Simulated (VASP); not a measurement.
Crystal: Na3H.

```
Na H
1.0
     4.39166    0.00000    0.00000
    -2.19583    3.80329    0.00000
     0.00000    0.00000    4.08558
Na H
3 1
Direct
  0.50000 0.00000 0.00000
  0.00000 0.50000 0.00000
  0.50000 0.50000 0.00000
  0.00000 0.00000 0.00000
```

```yaml
Program: VASP 6.6.1
Task: relaxation of cell and atoms
Functional: PBE
Potentials_or_basis: VASP PAW PBE potentials, release 64 (Na_pv, H)
Cutoff: 600 eV
k_mesh: 6 × 6 × 4
Occupations: gaussian, width 0.1 eV
Spin: no spin polarisation
```

At the start: pressure 18.1 GPa; volume 17.06 Å³/atom.

**Question.** Where does the relaxation end?

**Answer.** Over 10 steps the energy falls by 947.8 meV/atom and the volume is 29.24 Å³/atom (+71.4 %); space group P6/mmm (No. 191, to 0.05 Å).

Step by step:
| step | energy change (eV) | largest force (eV/Å) | pressure (GPa) | volume (Å³) |
| --- | --- | --- | --- | --- |
| 1 | 0.0000 | 0.0000 | 18.13 | 68.24 |
| 2 | -2.7145 | 0.0000 | 5.68 | 88.19 |
| 3 | -3.5105 | 0.0000 | 1.59 | 104.79 |
| 4 | -3.6491 | 0.0000 | -1.53 | 140.11 |
| 5 | -3.7603 | 0.0000 | -0.39 | 124.40 |
| 6 | -3.7613 | 0.0000 | -0.47 | 125.61 |
| 7 | -3.7726 | 0.0000 | -0.42 | 123.59 |
| 8 | -3.7874 | 0.0000 | -0.25 | 119.73 |
| 9 | -3.7810 | 0.0000 | 0.19 | 112.10 |
| 10 | -3.7913 | 0.0000 | -0.11 | 116.97 |

Final structure:
```
CELL_PARAMETERS angstrom
6.22846 0.00000 0.00000
-3.11423 5.39401 0.00000
0.00000 0.00000 3.48161
ATOMIC_POSITIONS crystal
Na 0.50000 0.00000 0.00000
Na 0.00000 0.50000 0.00000
Na 0.50000 0.50000 0.00000
H 0.00000 0.00000 0.00000
```

Caveat: the k points lie up to 0.45 Å⁻¹ apart in the final cell; the volume moved by over 15 % at a fixed basis, so the end points are rough.
